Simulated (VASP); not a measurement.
# SiC (I-4m2) in VASP: a series of runs

SiC is run at these levels: r2SCAN; tasks: single point.

Program: VASP 6.6.1. These are calculated values, not measurements. Logs are shortened: lines on timing, memory, paths and dates and some standing lists are left out, and cuts for length are marked.

**1. The cell of the first run**

The structure is tetragonal, space group I-4m2 (No. 119). Conventional cell: a = 2.899 Å, b = 2.899 Å, c = 4.919 Å, α = 90.00°, β = 90.00°, γ = 90.00°. Within 2.5 Å of Si (site symmetry -4m2) lie 4 C at 1.90 Å. C (site symmetry -4m2) has 4 Si at 1.90 Å within 2.5 Å.

**2. Single point, r2SCAN**

Contents of POSCAR:

```
SiC
1.0
    0.0000000000      2.0497129042      2.4596554850
    2.0497129042      0.0000000000      2.4596554850
    2.0497129042      2.0497129042      0.0000000000
Si C
1 1
Direct
    0.0000000000      0.0000000000      0.0000000000
    0.7500000000      0.7500000000      0.7500000000
```

Contents of INCAR.step1:

```
PREC     = Accurate       # precision mode
ENCUT    = 520            # plane-wave cutoff, eV
ISMEAR   = 0              # smearing method
SIGMA    = 0.05           # smearing width, eV
LREAL    = False          # projectors in reciprocal space
LASPH    = True           # aspherical terms in the spheres
NELM     = 100            # most SCF steps
NBANDS   = 11             # bands
GGA      = PE             # functional
ALGO     = Normal         # electronic algorithm
EDIFF    = 1E-4           # SCF threshold, eV
LWAVE    = True           # write WAVECAR
LCHARG   = False          # write CHGCAR
```

Contents of INCAR.step2:

```
PREC     = Accurate       # precision mode
ENCUT    = 520            # plane-wave cutoff, eV
EDIFF    = 1E-7           # SCF threshold, eV
ISMEAR   = 0              # smearing method
SIGMA    = 0.05           # smearing width, eV
LREAL    = False          # projectors in reciprocal space
LASPH    = True           # aspherical terms in the spheres
NELM     = 100            # most SCF steps
ALGO     = Normal         # electronic algorithm
ISIF     = 2              # what is computed and relaxed
LWAVE    = False          # write WAVECAR
LCHARG   = False          # write CHGCAR
METAGGA  = R2SCAN         # meta-GGA
LMIXTAU  = True         
NBANDS   = 11             # bands
ISTART   = 1
```

Contents of KPOINTS:

```
Automatic mesh
0
Gamma
  12 12 12
```

Potentials or basis: VASP PAW PBE potentials, release 64 (Si, C).

Launch:

```console
$ cat potpaw_PBE.64/Si/POTCAR potpaw_PBE.64/C/POTCAR > POTCAR
$ cp INCAR.step1 INCAR
$ mpirun -np 1 vasp_std > vasp.out
$ cp INCAR.step2 INCAR
$ mpirun -np 1 vasp_std > vasp.out
```

OUTCAR:

```text
PREC = Accurate
   ENCUT = 520
   EDIFF = 1E-7
   ISMEAR = 0
   LREAL = False
   LASPH = True
   NELM = 100
   ISIF = 2
   METAGGA = R2SCAN
   ISTART = 1

 ion  position               nearest neighbor table
   1  0.000  0.000  0.000-   2 1.90   2 1.90   2 1.90   2 1.90
   2  0.750  0.750  0.750-   1 1.90   1 1.90   1 1.90   1 1.90

  LATTYP: Found a body centered tetragonal cell.
 ALAT       =     2.8987317881
 C/A-ratio  =     1.6970562748

  Lattice vectors:

 A1 = (  -2.0497129042,   0.0000000000,   2.4596554850)
 A2 = (   2.0497129042,   0.0000000000,   2.4596554850)
 A3 = (   0.0000000000,   2.0497129042,  -2.4596554850)

Analysis of symmetry for initial positions (statically):
=====================================================================
 Subroutine PRICEL returns:
 Original cell was already a primitive cell.

 Routine SETGRP: Setting up the symmetry group for a
 body centered tetragonal supercell.

 Subroutine GETGRP returns: Found  8 space group operations
 (whereof  8 operations were pure point group operations)
 out of a pool of 16 trial point group operations.

The static configuration has the point symmetry D_2d.

Analysis of symmetry for dynamics (positions and initial velocities):
=====================================================================
 Subroutine PRICEL returns:
 Original cell was already a primitive cell.

 Routine SETGRP: Setting up the symmetry group for a
 body centered tetragonal supercell.

 Subroutine GETGRP returns: Found  8 space group operations
 (whereof  8 operations were pure point group operations)
 out of a pool of 16 trial point group operations.

The dynamic configuration has the point symmetry D_2d.

 Subroutine INISYM returns: Found  8 space group operations
 (whereof  8 operations are pure point group operations),
 and found     1 'primitive' translations

----------------------------------------------------------------------------------------

                                     Primitive cell

  volume of cell :      20.6676

  direct lattice vectors                    reciprocal lattice vectors
     0.000000000  2.049712904  2.459655485    -0.243936602  0.243936602  0.203280501
     2.049712904  0.000000000  2.459655485     0.243936602 -0.243936602  0.203280501
     2.049712904  2.049712904  0.000000000     0.243936602  0.243936602 -0.203280501

  length of vectors
     3.201753909  3.201753909  2.898731788     0.400416150  0.400416150  0.400416150

  position of ions in fractional coordinates (direct lattice)
     0.000000000  0.000000000  0.000000000
     0.750000000  0.750000000  0.750000000

  ion indices of the primitive-cell ions
   primitive index   ion index
                 1           1
                 2           2

----------------------------------------------------------------------------------------

 KPOINTS: Automatic mesh

Automatic generation of k-mesh.
 Grid dimensions read from file:
 generate k-points for:   12   12   12

 Generating k-lattice:

  Cartesian coordinates                     Fractional coordinates (reciprocal lattice)
    -0.020328050  0.020328050  0.016940042     0.083333333  0.000000000  0.000000000
     0.020328050 -0.020328050  0.016940042     0.000000000  0.083333333  0.000000000
     0.020328050  0.020328050 -0.016940042     0.000000000  0.000000000  0.083333333

  Length of vectors
     0.033368013  0.033368013  0.033368013

  Shift w.r.t. Gamma in fractional coordinates (k-lattice)
     0.000000000  0.000000000  0.000000000

 Subroutine IBZKPT returns following result:
 ===========================================

 Found    163 irreducible k-points:

 Following reciprocal coordinates:
            Coordinates               Weight
  0.000000  0.000000  0.000000      1.000000
  0.083333 -0.000000  0.000000      8.000000
  0.166667  0.000000  0.000000      8.000000
  0.250000  0.000000  0.000000      8.000000
  0.333333  0.000000  0.000000      8.000000
  0.416667  0.000000  0.000000      8.000000
[... 16 lines left out ...]
  0.500000  0.166667  0.000000      8.000000
 -0.416667  0.166667  0.000000      8.000000
 [... further k-points ...]
   k-points           NKPTS =    163   k-points in BZ     NKDIM =    163   number of bands    NBANDS=     11
   number of dos      NEDOS =    301   number of ions     NIONS =      2
   total plane-waves  NPLWV =  13824
   dimension x,y,z NGX =    24 NGY =   24 NGZ =   24
   dimension x,y,z NGXF=    48 NGYF=   48 NGZF=   48
   ions per type =               1   1
   NGX,Y,Z   is equivalent  to a cutoff of  12.46, 12.46, 13.76 a.u.
   NGXF,Y,Z  is equivalent  to a cutoff of  24.92, 24.92, 27.53 a.u.
 SYSTEM =  unknown system
   PREC   = accura    normal or accurate (medium, high low for compatibility)
   ISTART =      1    job   : 0-new  1-cont  2-samecut
   ICHARG =      0    charge: 1-file 2-atom 10-const
   ISPIN  =      1    spin polarized calculation?
   LNONCOLLINEAR =      F non collinear calculations
   LSORBIT =      F    spin-orbit coupling
   LASPH  =      T    aspherical Exc in radial PAW
   ENCUT  =  520.0 eV  38.22 Ry    6.18 a.u.   5.95  5.95  5.39*2*pi/ulx,y,z
   NELM   =    100;   NELMIN=  2; NELMDL=  0     # of ELM steps
   EDIFF  = 0.1E-06   stopping-criterion for ELM
   LREAL  =      F    real-space projection
   EDIFFG = 0.1E-05   stopping-criterion for IOM
   NSW    =      0    number of steps for IOM
   IBRION =     -1    ionic relax: 0-MD 1-quasi-New 2-CG
   NFREE  =      0    steps in history (QN), initial steepest desc. (CG)
   ISIF   =      2    stress and relaxation
   ISYM   =      2    0-nonsym 1-usesym 2-fastsym
   POTIM  = 0.5000    time-step for ionic-motion
   TEBEG  =    0.0;   TEEND  =   0.0 temperature during run
   PSTRESS=    0.0 pullay stress
   NELECT =       8.0000    total number of electrons
   NUPDOWN=      -1.0000    fix difference up-down
   EMIN   =  10.00;   EMAX   =-10.00  energy-range for DOS
   EFERMI =   0.00;   METHOD = LEGACY
   ISMEAR =     0;   SIGMA  =   0.05  broadening in eV -4-tet -1-fermi 0-gaus
   EFERMI_NEDOS =   21; number of points for ismear=-14 and -15
   IALGO  =     38    algorithm
   IMIX   =      4    mixing-type and parameters
     AMIX     =   0.40;   BMIX     =  1.00
     AMIX_MAG =   1.60;   BMIX_MAG =  1.00
  volume/ion in A,a.u.               =      10.33        69.74
  Fermi-wavevector in a.u.,A,eV,Ry     =   1.193094  2.254621 19.367534  1.423474
  Thomas-Fermi vector in A             =   2.329117
   LORBIT       =      0    0 simple, 1 ext, 2 COOP (PROOUT), +10 PAW based schemes
   METAGGA = R2SCAN    functional components
   LHFCALC =     F    Hartree Fock is set to
   AEXX    =    0.0000 exact exchange contribution
   IVDW    =     0    specifies the selected vdW correction
   LEPSILON=     F    determine dielectric tensor
   LRPA    =     F    only Hartree local field effects (RPA)
 non-spin polarized calculation
 Gauss-broadening in eV      SIGMA  =   0.05
  energy-cutoff  :      520.00
  volume of cell :       20.67
 maximum number of plane-waves:       574
   NGX = 11   NGY = 11   NGZ = 11

 number of electron       8.0000000 magnetization

 Free energy of the ion-electron system (eV)
  ---------------------------------------------------
  ext. energy  EPLUGINS =         0.00000000
  ---------------------------------------------------
  free energy    TOTEN  =       -18.82139939 eV

  energy without entropy =      -18.82139939  energy(sigma->0) =      -18.82139939

 E-fermi :   9.0696     XC(G=0): -11.9722

 val. band max:        8.7919504443   @ k =  -0.0833   0.0833   0.0000
 cond. band min:       9.3990671354   @ k =   0.5000   0.0000   0.5000
 fundamental gap:      0.6071166911
 Fermi energy:         9.0695611702

 k-point     1 :       0.0000    0.0000    0.0000
  band No.  band energies     occupation
      1      -8.1348      2.00000
      2       6.9789      2.00000
      3       8.7163      2.00000
      4       8.7163      2.00000
      5      14.2957      0.00000
      6      15.9027      0.00000
      7      15.9027      0.00000
      8      16.1731      0.00000
      9      20.1141      0.00000
     10      22.7903      0.00000
     11      25.8370      0.00000

 k-point     2 :       0.0833   -0.0000    0.0000
  band No.  band energies     occupation
      1      -7.9912      2.00000
      2       6.6519      2.00000
      3       8.1234      2.00000
      4       8.6735      2.00000
      5      14.5158      0.00000
      6      15.5006      0.00000
      7      16.1115      0.00000
      8      16.7490      0.00000
      9      19.9916      0.00000
     10      23.6811      0.00000
     11      25.1926      0.00000

 k-point     3 :       0.1667    0.0000    0.0000
  band No.  band energies     occupation
      1      -7.5647      2.00000
      2       5.4688      2.00000
      3       7.1929      2.00000
      4       8.5706      2.00000
      5      13.9242      0.00000
      6      16.1217      0.00000
      7      16.6481      0.00000
      8      17.3558      0.00000
      9      20.4021      0.00000
     10      23.7256      0.00000
     11      25.1761      0.00000

 k-point     4 :       0.2500    0.0000    0.0000
  band No.  band energies     occupation
      1      -6.8720      2.00000
      2       3.6263      2.00000
      3       6.5528      2.00000
      4       8.4584      2.00000
      5      13.0691      0.00000
      6      16.6727      0.00000
      7      17.2299      0.00000
      8      18.1240      0.00000
      9      21.5339      0.00000
     10      22.8993      0.00000
     11      25.5964      0.00000

 k-point     5 :       0.3333    0.0000    0.0000
  band No.  band energies     occupation
      1      -5.9576      2.00000
      2       1.6998      2.00000
      3       6.0939      2.00000
      4       8.3736      2.00000
      5      12.3859      0.00000
      6      16.8074      0.00000
      7      17.4758      0.00000
      8      18.9583      0.00000
      9      22.7191      0.00000
     10      23.1383      0.00000
     11      26.1679      0.00000
[... 211 lines left out ...]
 k-point    21 :       0.3333    0.1667    0.0000
  band No.  band energies     occupation
      1      -6.4116      2.00000
      2       2.7634      2.00000
      3       5.7471      2.00000
      4       7.4568      2.00000
      5      13.8526      0.00000
      6      16.1786      0.00000
      7      18.3300      0.00000
      8      19.0007      0.00000
      9      20.6253      0.00000
     10      25.7943      0.00000
     11      27.6075      0.00000

 k-point    22 :       0.4167    0.1667    0.0000
  band No.  band energies     occupation
      1      -5.5066      2.00000
      2       1.4418      2.00000
      3       4.5939      2.00000
      4       7.4771      2.00000
      5      13.8615      0.00000
      6      15.8874      0.00000
      7      19.1136      0.00000
      8      19.6607      0.00000
      9      22.1623      0.00000
     10      26.0147      0.00000
     11      27.0962      0.00000

 k-point    23 :       0.5000    0.1667    0.0000
  band No.  band energies     occupation
      1      -4.5473      2.00000
      2       0.1634      2.00000
      3       3.8803      2.00000
      4       7.6465      2.00000
      5      13.9244      0.00000
      6      15.8188      0.00000
      7      18.8205      0.00000
      8      20.2810      0.00000
      9      23.8626      0.00000
     10      25.9846      0.00000
     11      26.9384      0.00000

 k-point    24 :      -0.4167    0.1667    0.0000
  band No.  band energies     occupation
      1      -4.0792      2.00000
      2      -0.3647      2.00000
      3       3.5709      2.00000
      4       7.9319      2.00000
      5      14.0385      0.00000
      6      16.0374      0.00000
      7      18.4449      0.00000
      8      19.8498      0.00000
      9      24.1781      0.00000
     10      24.8198      0.00000
     11      27.2429      0.00000

 [... further k-points ...]

------------------------ aborting loop because EDIFF is reached ----------------------------------------

  FORCE on cell =-STRESS in cart. coord.  units (eV):
  Direction    XX          YY          ZZ          XY          YZ          ZX
  --------------------------------------------------------------------------------------
  -------------------------------------------------------------------------------------
  Total        2.8313663      2.8313663     -6.3533051      0.0000000     -0.0000000      0.0000000
  in kB      219.4907835    219.4907835   -492.5155522      0.0000000     -0.0000000      0.0000000
  external PRESSURE =     -17.8446617 kB  Pullay stress =       0.0000000 kB

 VOLUME and BASIS-vectors are now :
 -----------------------------------------------------------------------------
  energy-cutoff  :      520.00
  volume of cell :       20.67
      direct lattice vectors                 reciprocal lattice vectors
     0.000000000  2.049712904  2.459655485    -0.243936602  0.243936602  0.203280501
     2.049712904  0.000000000  2.459655485     0.243936602 -0.243936602  0.203280501
     2.049712904  2.049712904  0.000000000     0.243936602  0.243936602 -0.203280501

 POSITION                                       TOTAL-FORCE (eV/Angst)
 -----------------------------------------------------------------------------------
      0.00000      0.00000      0.00000        -0.000000     -0.000000      0.000000
      3.07457      3.07457      3.68948         0.000000      0.000000      0.000000
 -----------------------------------------------------------------------------------
    total drift:                                0.000000      0.000000     -0.000001

  FREE ENERGIE OF THE ION-ELECTRON SYSTEM (eV)
  ---------------------------------------------------
  free  energy   TOTEN  =       -18.8213993884 eV

  energy  without entropy=      -18.8213993884  energy(sigma->0) =      -18.82139939
```

It took 52 s on 1 thread of Intel Xeon Platinum 8559C (Emerald Rapids), shared host; peak memory 0.16 GiB.

What came out:

```yaml
Free_energy: -18.8214 eV
Pressure: -1.8 GPa
Band_gap_on_the_k_mesh: 0.61 eV, indirect (least direct gap 3.50 eV)
```

Levels at points of the mesh, in eV from the valence-band top:
```tsv
k point	band 1	band 2	band 3	band 4	band 5	band 6	band 7	band 8
(0.00, 0.00, 0.00)	-16.93	-1.81	-0.08	-0.08	5.50	7.11	7.11	7.38
(0.50, 0.00, 0.00)	-13.20	-9.53	-3.08	-0.48	3.02	8.11	8.53	10.54
(0.50, 0.50, 0.00)	-12.71	-10.32	-2.56	-2.56	2.35	6.31	13.01	14.69
(0.50, 0.00, 0.50)	-11.26	-7.94	-4.77	-4.38	0.61	3.06	10.90	14.58
```

Caveat: the PAW data sets were made with another functional, which shifts forces and pressure a little. A k mesh can miss the band edges.

(Continued in part 2 of 2.)
